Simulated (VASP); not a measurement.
Crystal: Ta3NbAl16.

```
Al Nb Ta
1.0
    -4.84508    4.84508   -1.61503
    -4.84508   -1.61503    4.84508
     1.61503    4.84508    4.84508
Al Nb Ta
16 1 3
Direct
  0.99971 0.00119 0.99935
  0.49702 0.50203 0.00522
  0.10039 0.59817 0.10263
  0.20102 0.20183 0.19367
  0.29735 0.80259 0.30130
  0.39720 0.39544 0.39806
  0.50330 0.99594 0.49760
  0.10048 0.09404 0.60259
  0.90335 0.90071 0.40208
  0.59442 0.60022 0.60079
  0.70389 0.20111 0.69790
  0.20266 0.69760 0.70086
  0.29482 0.29926 0.80261
  0.80196 0.79947 0.79569
  0.90114 0.40266 0.89720
  0.40342 0.89846 0.90231
  0.79844 0.30534 0.30039
  0.59698 0.09594 0.09857
  0.70701 0.69876 0.19748
  0.99826 0.50312 0.50097
```

| Property | Result |
| --- | --- |
| Program | VASP 6.6.1 |
| Task | relaxation of cell and atoms |
| Functional | PBE |
| Potentials or basis | VASP PAW PBE potentials, release 64 (Al, Nb_sv, Ta_pv) |
| Cutoff | 600 eV |
| k mesh | 2 × 2 × 2, shifted |
| Occupations | gaussian, width 0.1 eV |
| Spin | no spin polarisation |

At the start: pressure -2.0 GPa; volume 16.85 Å³/atom.

Question: How do energy, volume and symmetry change on relaxing?

Answer: Over 50 steps the energy falls by 109.3 meV/atom and the volume is 16.57 Å³/atom (-1.6 %); space group P1 (No. 1, to 0.1 Å) before, Cm (No. 8, to 0.1 Å).

The path:
| step | energy change (eV) | largest force (eV/Å) | pressure (GPa) | volume (Å³) |
| --- | --- | --- | --- | --- |
| 1 | 0.0000 | 1.4016 | -1.97 | 337.00 |
| 3 | -0.3472 | 0.4671 | 1.63 | 325.78 |
| 5 | -0.4839 | 0.3796 | -0.97 | 333.67 |
| 7 | -0.6601 | 0.4420 | 0.25 | 330.03 |
| 9 | -0.7245 | 0.1923 | -0.09 | 331.17 |
| 11 | -0.7504 | 0.1784 | 0.23 | 330.37 |
| 13 | -0.7652 | 0.1731 | -0.59 | 332.82 |
| 15 | -0.7822 | 0.1656 | 0.37 | 330.09 |
| 17 | -0.8116 | 0.1947 | 0.11 | 331.45 |
| 19 | -0.8320 | 0.2815 | -0.09 | 332.55 |
| 21 | -0.8976 | 0.3696 | 0.11 | 333.26 |
| 23 | -0.9504 | 0.3408 | 1.05 | 331.67 |
| 25 | -0.9540 | 0.6973 | -0.48 | 338.61 |
| 27 | -1.0427 | 0.4121 | -0.12 | 336.07 |
| 29 | -1.2292 | 0.5589 | -2.91 | 343.99 |
| 31 | -1.3439 | 0.6043 | -2.26 | 341.38 |
| 33 | -1.5343 | 1.1257 | 1.37 | 329.54 |
| 35 | -1.6537 | 0.7620 | 0.38 | 331.99 |
| 37 | -1.8395 | 0.7704 | 1.29 | 328.12 |
| 39 | -1.9839 | 0.3926 | -1.63 | 335.98 |
| 41 | -2.0921 | 0.2788 | 0.59 | 329.15 |
| 43 | -2.1519 | 0.1752 | -0.42 | 332.09 |
| 45 | -2.1681 | 0.1321 | 0.52 | 329.39 |
| 47 | -2.1785 | 0.1007 | -0.17 | 331.40 |
| 49 | -2.1850 | 0.0552 | 0.15 | 330.58 |
| 50 | -2.1866 | 0.0385 | -0.17 | 331.50 |

Final structure:
```cif
data_structure
_symmetry_space_group_name_H-M 'P 1'
_symmetry_Int_Tables_number 1
_cell_length_a 6.8502
_cell_length_b 7.6066
_cell_length_c 6.8531
_cell_angle_alpha 74.462
_cell_angle_beta 84.918
_cell_angle_gamma 74.513
_cell_volume 331.50
loop_
_atom_site_label
_atom_site_type_symbol
_atom_site_fract_x
_atom_site_fract_y
_atom_site_fract_z
_atom_site_occupancy
Al1 Al 0.98418 0.95021 0.98746 1
Al2 Al 0.50504 0.55799 0.00474 1
Al3 Al 0.09007 0.55252 0.10478 1
Al4 Al 0.19086 0.14765 0.19925 1
Al5 Al 0.28969 0.74878 0.29410 1
Al6 Al 0.39808 0.34929 0.39254 1
Al7 Al 0.48696 0.94903 0.48352 1
Al8 Al 0.11130 0.15057 0.61128 1
Al9 Al 0.89727 0.94644 0.39682 1
Al10 Al 0.60598 0.55234 0.58988 1
Al11 Al 0.69860 0.14646 0.69108 1
Al12 Al 0.21157 0.74105 0.71046 1
Al13 Al 0.30752 0.34971 0.80754 1
Al14 Al 0.79512 0.74849 0.78907 1
Al15 Al 0.89264 0.34959 0.89778 1
Al16 Al 0.40685 0.95605 0.90727 1
Nb1 Nb 0.81445 0.34286 0.31457 1
Ta1 Ta 0.59744 0.15704 0.09737 1
Ta2 Ta 0.69523 0.75311 0.19439 1
Ta3 Ta 0.02397 0.54472 0.52336 1
```

Caveat: the k points lie up to 0.48 Å⁻¹ apart in the final cell.
